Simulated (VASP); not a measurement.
Mg: single point with r2SCAN

Crystal: Mg.

```
Mg
1.0
     2.90332    0.00000    0.00000
    -1.45166    2.51435    0.00000
     0.00000    0.00000    4.69039
Mg
2
Direct
  0.33333 0.66667 0.25000
  0.66667 0.33333 0.75000
```

| Item | Value |
| --- | --- |
| Program | VASP 6.6.1 |
| Task | single point |
| Functional | r2SCAN |
| Potentials or basis | VASP PAW PBE potentials, release 64 (Mg) |
| Cutoff | 520 eV |
| k mesh | 18 × 18 × 10 |
| Occupations | fermi-dirac, width 0.1 eV |
| Spin | no spin polarisation |
| Dipole correction | no |
| Further INCAR settings | ALGO = Normal; EDIFF = 1e-06; NBANDS = 9 |

```json
{"Pressure": "18.3 GPa", "Band gap on the k mesh": "zero (bands 2 and 3 overlap by 2.11 eV)"}
```

Levels at points of the mesh, in eV from the Fermi level:
```csv
k point,band 1,band 2,band 3,band 4,band 5,band 6
"(0.00, 0.00, 0.00)",-8.79,-2.37,-1.15,13.48,13.48,14.30
"(0.50, 0.00, 0.00)",-2.94,-2.51,3.21,3.34,4.60,4.69
"(0.00, 0.00, 0.50)",-6.99,-6.99,6.44,6.44,14.29,14.29
"(0.50, 0.00, 0.50)",-1.60,-1.60,-0.33,-0.33,9.56,9.56
```

Wall time 2.7 min on 1 thread of Oxide Virtual Turin-like Processor (shared host), peak memory 0.17 GiB.

Caveat: the cell stands under pressure; the PAW data sets were made with another functional, which shifts forces and pressure a little.
